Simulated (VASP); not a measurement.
# TaN in VASP: a series of runs

The runs below take TaN through single point, with PBEsol.

Everything below comes from runs of VASP 6.6.1. Logs are shortened: lines on timing, memory, paths and dates and some standing lists are left out, and cuts for length are marked.

## (1) The cell of the first run

Symmetry: Fm-3m, No. 225, cubic system. The conventional cell has a = 4.576 Å, b = 4.576 Å, c = 4.576 Å, α = 90.00°, β = 90.00°, γ = 90.00°. Within 3.0 Å of Ta (site symmetry m-3m) lie 6 N at 2.29 Å. N (site symmetry m-3m) has 6 Ta at 2.29 Å within 3.0 Å.

## (2) Single point, PBEsol (strain +0.050 along x and y, +0.050 along z)

The input, INCAR:

```
ALGO = Normal
EDIFF = 1E-6
ENCUT = 520
GGA = PS
ISIF = 2
ISMEAR = 0
LASPH = T
LCHARG = F
LREAL = F
LWAVE = F
NBANDS = 15
NELM = 60
PREC = Accurate
SIGMA = 0.15
```

The input, KPOINTS:

```
k-points
0
Gamma
  18 18 18
```

The input, POSCAR:

```
TaN
1.0
    0.0000000000      2.2879500000      2.2879500000
    2.2879500000      0.0000000000      2.2879500000
    2.2879500000      2.2879500000      0.0000000000
Ta N
1 1
Direct
    0.5000000000      0.5000000000      0.5000000000
    0.0000000000      0.0000000000      0.0000000000
```

Potentials or basis: VASP PAW PBE potentials, release 64 (Ta_pv, N).

Command:

```console
$ cat potpaw_PBE.64/Ta_pv/POTCAR potpaw_PBE.64/N/POTCAR > POTCAR
$ mpirun -np 1 vasp_std > vasp.out
```

OUTCAR:

```text
EDIFF = 1E-6
   ENCUT = 520
   GGA = PS
   ISIF = 2
   ISMEAR = 0
   LASPH = T
   LREAL = F
   NELM = 60
   PREC = Accurate

 ion  position               nearest neighbor table
   1  0.500  0.500  0.500-   2 2.29   2 2.29   2 2.29   2 2.29   2 2.29   2 2.29
   2  0.000  0.000  0.000-   1 2.29   1 2.29   1 2.29   1 2.29   1 2.29   1 2.29

  LATTYP: Found a face centered cubic cell.
 ALAT       =     4.5759000000

  Lattice vectors:

 A1 = (   0.0000000000,   2.2879500000,   2.2879500000)
 A2 = (   2.2879500000,   0.0000000000,   2.2879500000)
 A3 = (   2.2879500000,   2.2879500000,   0.0000000000)

Analysis of symmetry for initial positions (statically):
=====================================================================
 Subroutine PRICEL returns:
 Original cell was already a primitive cell.

 Routine SETGRP: Setting up the symmetry group for a
 face centered cubic supercell.

 Subroutine GETGRP returns: Found 48 space group operations
 (whereof 48 operations were pure point group operations)
 out of a pool of 48 trial point group operations.

The static configuration has the point symmetry O_h .

Analysis of symmetry for dynamics (positions and initial velocities):
=====================================================================
 Subroutine PRICEL returns:
 Original cell was already a primitive cell.

 Routine SETGRP: Setting up the symmetry group for a
 face centered cubic supercell.

 Subroutine GETGRP returns: Found 48 space group operations
 (whereof 48 operations were pure point group operations)
 out of a pool of 48 trial point group operations.

The dynamic configuration has the point symmetry O_h .

 Subroutine INISYM returns: Found 48 space group operations
 (whereof 48 operations are pure point group operations),
 and found     1 'primitive' translations

----------------------------------------------------------------------------------------

                                     Primitive cell

  volume of cell :      23.9535

  direct lattice vectors                    reciprocal lattice vectors
     0.000000000  2.287950000  2.287950000    -0.218536244  0.218536244  0.218536244
     2.287950000  0.000000000  2.287950000     0.218536244 -0.218536244  0.218536244
     2.287950000  2.287950000  0.000000000     0.218536244  0.218536244 -0.218536244

  length of vectors
     3.235649920  3.235649920  3.235649920     0.378515878  0.378515878  0.378515878

  position of ions in fractional coordinates (direct lattice)
     0.500000000  0.500000000  0.500000000
     0.000000000  0.000000000  0.000000000

  ion indices of the primitive-cell ions
   primitive index   ion index
                 1           1
                 2           2

----------------------------------------------------------------------------------------

 KPOINTS: k-points

Automatic generation of k-mesh.
 Grid dimensions read from file:
 generate k-points for:   18   18   18

 Generating k-lattice:

  Cartesian coordinates                     Fractional coordinates (reciprocal lattice)
    -0.012140902  0.012140902  0.012140902     0.055555556  0.000000000  0.000000000
     0.012140902 -0.012140902  0.012140902     0.000000000  0.055555556  0.000000000
     0.012140902  0.012140902 -0.012140902     0.000000000  0.000000000  0.055555556

  Length of vectors
     0.021028660  0.021028660  0.021028660

  Shift w.r.t. Gamma in fractional coordinates (k-lattice)
     0.000000000  0.000000000  0.000000000

 Subroutine IBZKPT returns following result:
 ===========================================

 Found    195 irreducible k-points:

 Following reciprocal coordinates:
            Coordinates               Weight
  0.000000  0.000000  0.000000      1.000000
  0.055556  0.000000  0.000000      8.000000
  0.111111  0.000000  0.000000      8.000000
  0.166667  0.000000  0.000000      8.000000
  0.222222  0.000000  0.000000      8.000000
  0.277778  0.000000  0.000000      8.000000
[... 16 lines left out ...]
 -0.277778  0.055556  0.000000     24.000000
 -0.222222  0.055556  0.000000     24.000000
 [... further k-points ...]
   k-points           NKPTS =    195   k-points in BZ     NKDIM =    195   number of bands    NBANDS=     15
   number of dos      NEDOS =    301   number of ions     NIONS =      2
   total plane-waves  NPLWV =  13824
   dimension x,y,z NGX =    24 NGY =   24 NGZ =   24
   dimension x,y,z NGXF=    48 NGYF=   48 NGZF=   48
   ions per type =               1   1
   NGX,Y,Z   is equivalent  to a cutoff of  12.33, 12.33, 12.33 a.u.
   NGXF,Y,Z  is equivalent  to a cutoff of  24.66, 24.66, 24.66 a.u.
 SYSTEM =  unknown system
   PREC   = accura    normal or accurate (medium, high low for compatibility)
   ISTART =      0    job   : 0-new  1-cont  2-samecut
   ICHARG =      2    charge: 1-file 2-atom 10-const
   ISPIN  =      1    spin polarized calculation?
   LNONCOLLINEAR =      F non collinear calculations
   LSORBIT =      F    spin-orbit coupling
   LASPH  =      T    aspherical Exc in radial PAW
   ENCUT  =  520.0 eV  38.22 Ry    6.18 a.u.   6.02  6.02  6.02*2*pi/ulx,y,z
   NELM   =     60;   NELMIN=  2; NELMDL= -5     # of ELM steps
   EDIFF  = 0.1E-05   stopping-criterion for ELM
   LREAL  =      F    real-space projection
   EDIFFG = 0.1E-04   stopping-criterion for IOM
   NSW    =      0    number of steps for IOM
   IBRION =     -1    ionic relax: 0-MD 1-quasi-New 2-CG
   NFREE  =      0    steps in history (QN), initial steepest desc. (CG)
   ISIF   =      2    stress and relaxation
   ISYM   =      2    0-nonsym 1-usesym 2-fastsym
   POTIM  = 0.5000    time-step for ionic-motion
   TEBEG  =    0.0;   TEEND  =   0.0 temperature during run
   PSTRESS=    0.0 pullay stress
   NELECT =      16.0000    total number of electrons
   NUPDOWN=      -1.0000    fix difference up-down
   EMIN   =  10.00;   EMAX   =-10.00  energy-range for DOS
   EFERMI =   0.00;   METHOD = LEGACY
   ISMEAR =     0;   SIGMA  =   0.15  broadening in eV -4-tet -1-fermi 0-gaus
   EFERMI_NEDOS =   21; number of points for ismear=-14 and -15
   IALGO  =     38    algorithm
   IMIX   =      4    mixing-type and parameters
     AMIX     =   0.40;   BMIX     =  1.00
     AMIX_MAG =   1.60;   BMIX_MAG =  1.00
  volume/ion in A,a.u.               =      11.98        80.82
  Fermi-wavevector in a.u.,A,eV,Ry     =   1.431061  2.704314 27.863875  2.047937
  Thomas-Fermi vector in A             =   2.550839
   LORBIT       =      0    0 simple, 1 ext, 2 COOP (PROOUT), +10 PAW based schemes
   GGA     = PS    functional components
   LHFCALC =     F    Hartree Fock is set to
   AEXX    =    0.0000 exact exchange contribution
   IVDW    =     0    specifies the selected vdW correction
   LEPSILON=     F    determine dielectric tensor
   LRPA    =     F    only Hartree local field effects (RPA)
 non-spin polarized calculation
 Gauss-broadening in eV      SIGMA  =   0.15
  energy-cutoff  :      520.00
  volume of cell :       23.95
 maximum number of plane-waves:       657
   NGX = 13   NGY = 13   NGZ = 13

 number of electron      15.9999999 magnetization

 Free energy of the ion-electron system (eV)
  ---------------------------------------------------
  ext. energy  EPLUGINS =         0.00000000
  ---------------------------------------------------
  free energy    TOTEN  =       -22.85598002 eV

  energy without entropy =      -22.84455914  energy(sigma->0) =      -22.85026958

 E-fermi :   8.0623     XC(G=0): -12.9445

 val. band max:        8.0611718324   @ k =   0.2222   0.1667   0.0556
 cond. band min:       8.0657497846   @ k =   0.0000   0.0000   0.0000
 fundamental gap:      0.0045779522
 Fermi energy:         8.0622972159

 k-point     1 :       0.0000    0.0000    0.0000
  band No.  band energies     occupation
      1     -27.8615      2.00000
      2     -27.8615      2.00000
      3     -27.8615      2.00000
      4      -9.7628      2.00000
      5       4.6182      2.00000
      6       4.6182      2.00000
      7       4.6182      2.00000
      8       6.2486      2.00000
      9       6.2486      2.00000
     10       6.2486      2.00000
     11       8.0657      0.97403
     12       8.0658      0.97403
     13       8.6580      0.00000
     14      17.3908      0.00000
     15      20.1646      0.00000

 k-point     2 :       0.0556    0.0000    0.0000
  band No.  band energies     occupation
      1     -27.8787      2.00000
      2     -27.8632      2.00000
      3     -27.8632      2.00000
      4      -9.7025      2.00000
      5       4.2223      2.00000
      6       4.3797      2.00000
      7       4.3797      2.00000
      8       6.3577      2.00000
      9       6.3577      2.00000
     10       6.4040      2.00000
     11       8.3363      0.00979
     12       8.3363      0.00979
     13       8.9082      0.00000
     14      17.5893      0.00000
     15      20.1646      0.00000

 k-point     3 :       0.1111    0.0000    0.0000
  band No.  band energies     occupation
      1     -27.9280      2.00000
      2     -27.8682      2.00000
      3     -27.8682      2.00000
      4      -9.5268      2.00000
      5       3.3892      2.00000
      6       3.8544      2.00000
      7       3.8544      2.00000
      8       6.6180      2.00000
      9       6.6180      2.00000
     10       6.6398      2.00000
     11       9.0180      0.00000
     12       9.0180      0.00000
     13       9.5461      0.00000
     14      18.1435      0.00000
     15      20.1640      0.00000

 k-point     4 :       0.1667    0.0000    0.0000
  band No.  band energies     occupation
      1     -28.0026      2.00000
      2     -27.8758      2.00000
      3     -27.8758      2.00000
      4      -9.2496      2.00000
      5       2.4388      2.00000
      6       3.2644      2.00000
      7       3.2644      2.00000
      8       6.8735      2.00000
      9       6.9868      2.00000
     10       6.9868      2.00000
     11       9.9106      0.00000
     12       9.9106      0.00000
     13      10.3583      0.00000
     14      18.9076      0.00000
     15      20.1630      0.00000
[... 307 lines left out ...]
 k-point    22 :      -0.3333    0.0556    0.0000
  band No.  band energies     occupation
      1     -28.2953      2.00000
      2     -27.9250      2.00000
      3     -27.9023      2.00000
      4      -7.9425      2.00000
      5      -0.3907      2.00000
      6       1.6475      2.00000
      7       1.8499      2.00000
      8       8.1057      0.68232
      9       8.5054      0.00003
     10       9.2397      0.00000
     11      11.9814      0.00000
     12      12.9724      0.00000
     13      13.5434      0.00000
     14      18.4421      0.00000
     15      20.1799      0.00000

 k-point    23 :      -0.2778    0.0556    0.0000
  band No.  band energies     occupation
      1     -28.2154      2.00000
      2     -27.9170      2.00000
      3     -27.8920      2.00000
      4      -8.3332      2.00000
      5       0.3034      2.00000
      6       1.9595      2.00000
      7       2.2326      2.00000
      8       7.5958      1.99999
      9       7.9260      1.80137
     10       8.7170      0.00000
     11      11.2682      0.00000
     12      12.4780      0.00000
     13      12.7172      0.00000
     14      19.1704      0.00000
     15      20.1793      0.00000

 k-point    24 :      -0.2222    0.0556    0.0000
  band No.  band energies     occupation
      1     -28.1252      2.00000
      2     -27.9068      2.00000
      3     -27.8817      2.00000
      4      -8.7330      2.00000
      5       1.1093      2.00000
      6       2.3720      2.00000
      7       2.7034      2.00000
      8       7.2122      2.00000
      9       7.3827      2.00000
     10       8.1513      0.40164
     11      10.3570      0.00000
     12      11.7748      0.00000
     13      11.8230      0.00000
     14      19.6545      0.00000
     15      20.1706      0.00000

 [... further k-points ...]
[... 5 lines left out ...]
  --------------------------------------------------------------------------------------
  -------------------------------------------------------------------------------------
  Total       -5.2364725     -5.2364725     -5.2364725      0.0000000     -0.0000000      0.0000000
  in kB     -350.2513577   -350.2513577   -350.2513577      0.0000000     -0.0000000      0.0000000
  external PRESSURE =    -350.2513577 kB  Pullay stress =       0.0000000 kB

 VOLUME and BASIS-vectors are now :
 -----------------------------------------------------------------------------
  energy-cutoff  :      520.00
  volume of cell :       23.95
      direct lattice vectors                 reciprocal lattice vectors
     0.000000000  2.287950000  2.287950000    -0.218536244  0.218536244  0.218536244
     2.287950000  0.000000000  2.287950000     0.218536244 -0.218536244  0.218536244
     2.287950000  2.287950000  0.000000000     0.218536244  0.218536244 -0.218536244

 POSITION                                       TOTAL-FORCE (eV/Angst)
 -----------------------------------------------------------------------------------
      2.28795      2.28795      2.28795         0.000000     -0.000000      0.000000
      0.00000      0.00000      0.00000        -0.000000      0.000000     -0.000000
 -----------------------------------------------------------------------------------
    total drift:                                0.000000     -0.000000     -0.000000

  FREE ENERGIE OF THE ION-ELECTRON SYSTEM (eV)
  ---------------------------------------------------
  free  energy   TOTEN  =       -22.8559800154 eV

  energy  without entropy=      -22.8445591441  energy(sigma->0) =      -22.85026958
```

It took 16 s on 1 thread of Intel Xeon 6975P-C (Granite Rapids), shared host; peak memory 0.19 GiB.

What came out:

```
Free energy            : -22.8560 eV
Pressure               : -35.0 GPa
Band gap on the k mesh : zero (band 8 reaches 9.63 eV, above the bottom of band 9 at 6.25 eV)
```

Caveat: the cell differs from its parent crystal (strain +0.050 along x and y, +0.050 along z); the PAW data sets were made with another functional, which shifts forces and pressure a little; spin-orbit coupling is left out, which moves the levels of the heavy elements.

## (3) Single point, PBEsol (strain -0.025 along x and y, +0.000 along z)

The input, INCAR:

```
ALGO     = Normal         # electronic algorithm
EDIFF    = 1E-7           # SCF threshold, eV
ENCUT    = 520            # plane-wave cutoff, eV
GGA      = PS             # functional
ISIF     = 2              # what is computed and relaxed
ISMEAR   = 0              # smearing method
LASPH    = T              # aspherical terms in the spheres
LCHARG   = F              # write CHGCAR
LREAL    = F              # projectors in reciprocal space
LWAVE    = F              # write WAVECAR
NBANDS   = 15             # bands
NELM     = 100            # most SCF steps
PREC     = Accurate       # precision mode
SIGMA    = 0.15           # smearing width, eV
```

KPOINTS is that of step 2.

The input, POSCAR:

```
TaN
1.0
    0.0000000000      2.1245250000      2.1790000000
    2.1245250000      0.0000000000      2.1790000000
    2.1245250000      2.1245250000      0.0000000000
Ta N
1 1
Direct
    0.5000000000      0.5000000000      0.5000000000
    0.0000000000      0.0000000000      0.0000000000
```

Potentials or basis: VASP PAW PBE potentials, release 64 (Ta_pv, N).

Command:

```console
$ cat potpaw_PBE.64/Ta_pv/POTCAR potpaw_PBE.64/N/POTCAR > POTCAR
$ mpirun -np 1 vasp_std > vasp.out
```

Wall time 42 s (1 thread of Intel Xeon 6975P-C (Granite Rapids), shared host); peak memory 0.25 GiB.

The run converged. Its results:

```
Free energy            : -23.0878 eV
Pressure               : 27.8 GPa
Band gap on the k mesh : zero (band 8 reaches 12.35 eV, above the bottom of band 9 at 8.04 eV)
```

Stress tensor (GPa, compression positive):
```
34.81  0.00  0.00
 0.00 34.81  0.00
 0.00  0.00 13.69
```

Levels at points of the mesh, in eV from the Fermi level:
| k point | band 5 | band 6 | band 7 | band 8 | band 9 | band 10 | band 11 | band 12 |
| --- | --- | --- | --- | --- | --- | --- | --- | --- |
| (0.00, 0.00, 0.00) | -4.13 | -3.98 | -3.98 | -2.59 | -2.25 | -2.25 | -0.27 | 0.23 |
| (0.50, 0.00, 0.00) | -11.07 | -8.20 | -8.18 | 2.05 | 2.19 | 2.34 | 4.05 | 8.02 |
| (0.50, 0.50, 0.00) | -6.97 | -6.04 | -4.70 | -4.70 | 2.33 | 4.01 | 4.01 | 5.36 |
| (0.50, 0.00, 0.50) | -6.67 | -6.09 | -4.91 | -4.77 | 2.31 | 3.82 | 4.21 | 5.51 |

Caveat: the cell differs from its parent crystal (strain -0.025 along x and y, +0.000 along z); the PAW data sets were made with another functional, which shifts forces and pressure a little; spin-orbit coupling is left out, which moves the levels of the heavy elements.

## (4) Single point, PBEsol (strain +0.000 along x and y, -0.025 along z)

The input, INCAR:

```
SYSTEM = TaN
  PREC = Accurate
  ENCUT = 520
  EDIFF = 1E-6
  ISMEAR = 0
  SIGMA = 0.15
  LREAL = .FALSE.
  LASPH = .TRUE.
  NELM = 80
  ALGO = Normal
  ISIF = 2
  LWAVE = .FALSE.
  LCHARG = .TRUE.
  GGA = PS
  LELF = .TRUE.
  LVHAR = .TRUE.
  NBANDS = 15
```

The input, KPOINTS:

```
regular mesh
0
G
  18 18 18
  0 0 0
```

The input, POSCAR:

```
TaN
1.0
    0.0000000000      2.1790000000      2.1245250000
    2.1790000000      0.0000000000      2.1245250000
    2.1790000000      2.1790000000      0.0000000000
Ta N
1 1
Direct
    0.5000000000      0.5000000000      0.5000000000
    0.0000000000      0.0000000000      0.0000000000
```

Command:

```console
$ cat potpaw_PBE.64/Ta_pv/POTCAR potpaw_PBE.64/N/POTCAR > POTCAR
$ mpirun -np 1 vasp_std > vasp.out
```

Run time: 38 s. Hardware: 1 thread of Intel Xeon 6975P-C (Granite Rapids), shared host; peak memory 0.26 GiB.

It converged, with:

```yaml
Free_energy: -23.1564 eV
Pressure: 16.3 GPa
Band_gap_on_the_k_mesh: zero (band 8 reaches 11.93 eV, above the bottom of band 9 at 7.60 eV)
```

Stress tensor (GPa, compression positive):
```
 9.57  0.00  0.00
 0.00  9.57  0.00
 0.00  0.00 29.86
```

Levels at points of the mesh, in eV from the Fermi level:
```tsv
k point	band 6	band 7	band 8	band 9	band 10	band 11
(0.00, 0.00, 0.00)	-4.00	-3.85	-2.39	-2.39	-2.07	-0.16
(0.50, 0.00, 0.00)	-8.00	-7.98	1.94	2.18	2.22	3.97
(0.50, 0.50, 0.00)	-5.91	-4.83	-4.83	2.28	3.86	3.86
(0.50, 0.00, 0.50)	-5.86	-4.76	-4.62	2.21	3.68	4.03
```

Caveat: the cell differs from its parent crystal (strain +0.000 along x and y, -0.025 along z); the PAW data sets were made with another functional, which shifts forces and pressure a little; spin-orbit coupling is left out, which moves the levels of the heavy elements.

## (5) Summary

```csv
cell,gap on the mesh (eV),pressure (GPa)
"a = 3.236 Å, angles 60.0°, 2 atoms",none,-35.0
"a = 3.043, b = 3.043, c = 3.005 Å, angles 60.4, 60.4, 59.2°, 2 atoms",none,27.8
"a = 3.043, b = 3.043, c = 3.082 Å, angles 59.6, 59.6, 60.8°, 2 atoms",none,16.3
```

Alike in all rows: task single point; level PBEsol; potentials or basis VASP PAW PBE potentials, release 64 (Ta_pv, N); no spin polarisation; k mesh 18 × 18 × 18; cutoff (eV) 520; smearing gaussian 0.15 eV.

Caveats: the PAW data sets were made with another functional, which shifts forces and pressure a little; spin-orbit coupling is left out, which moves the levels of the heavy elements.

Absolute energies hang on the potentials; compare differences alone.
